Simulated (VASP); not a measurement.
Wanted: the native input for a VASP 6.6.1 run.

```yaml
Task: single point
Functional: PBE
Potentials_or_basis: VASP PAW PBE potentials, release 64 (Si)
Cutoff: 520 eV
k_mesh: 5 × 5 × 5
Occupations: fermi-dirac, width 0.1 eV
Spin: no spin polarisation
Dipole_correction: no
Further_INCAR_settings: ALGO = Normal; EDIFF = 1e-06; NBANDS = 21
```

The structure of Si lies in POSCAR:

```
Si
1.0
   -3.2446370491      3.2446370491      3.2446370491
    3.2446370491     -3.2446370491      3.2446370491
    3.2446370491      3.2446370491     -3.2446370491
Si
6
Direct
    0.7500000000      0.2500000000      0.5000000000
    0.7500000000      0.5000000000      0.2500000000
    0.5000000000      0.2500000000      0.7500000000
    0.2500000000      0.5000000000      0.7500000000
    0.2500000000      0.7500000000      0.5000000000
    0.5000000000      0.7500000000      0.2500000000
```

The input as run:

INCAR

```
SYSTEM = Si
PREC = Accurate
ENCUT = 520
EDIFF = 1E-6
ISMEAR = -1
SIGMA = 0.1
LREAL = .FALSE.
LASPH = .TRUE.
NELM = 60
ALGO = Normal
ISIF = 2
LWAVE = .FALSE.
LCHARG = .FALSE.
GGA = PE
NBANDS = 21
```

KPOINTS

```
Automatic mesh
0
G
  5 5 5
  0 0 0
```

Potentials or basis: VASP PAW PBE potentials, release 64 (Si).

Command:

```console
$ cat potpaw_PBE.64/Si/POTCAR > POTCAR
$ mpirun -np 1 vasp_std > vasp.out
```

Results of the run:

The pressure is 9.3 GPa and the band gap on the k mesh is 0.21 eV, direct.

Run time: 14 s on 1 thread of Intel(R) Xeon(R) 6975P-C (Granite Rapids), with other jobs on the host, peak memory 0.24 GiB.
